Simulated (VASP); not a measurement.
SiC, 2 atoms in the cell. The structure is cubic, space group F-43m (No. 216). The conventional cell has a = 4.358 Å, b = 4.358 Å, c = 4.358 Å, α = 90.00°, β = 90.00°, γ = 90.00°. Si (site symmetry -43m) has 4 C at 1.89 Å within 2.5 Å. C (site symmetry -43m) has 4 Si at 1.89 Å within 2.5 Å. 

| Property | Result |
| --- | --- |
| Program | VASP 6.6.1 |
| Task | relaxation of cell and atoms |
| Functional | PBE |
| Dispersion | D3(BJ) |
| Potentials or basis | VASP PAW PBE potentials, release 64 (Si, C) |
| Cutoff | 600 eV |
| k mesh | 10 × 10 × 10 |
| Occupations | gaussian, width 0.02 eV |
| Spin | no spin polarisation |
| Dipole correction | no |
| Further INCAR settings | ALGO = Normal; EDIFF = 1e-07; IBRION = 2; EDIFFG = -0.002; NSW = 100; ISIF = 3 |

Potentials or basis: VASP PAW PBE potentials, release 64 (Si, C).

Launch:

```sh
$ cat potpaw_PBE.64/Si/POTCAR potpaw_PBE.64/C/POTCAR > POTCAR
$ mpirun -np 1 vasp_std > vasp.out
```

Hardware: 1 thread of Intel(R) Xeon(R) Platinum 8259CL CPU @ 2.50GHz (Skylake/Cascade Lake), on a shared host.

Task: How long does it take, and how much memory?

Result: It took 22 s on 1 thread of Intel(R) Xeon(R) Platinum 8259CL CPU @ 2.50GHz (Skylake/Cascade Lake) (shared host), peak memory 0.16 GiB. Counts: scf iterations 28, k points 47, ion steps 3.
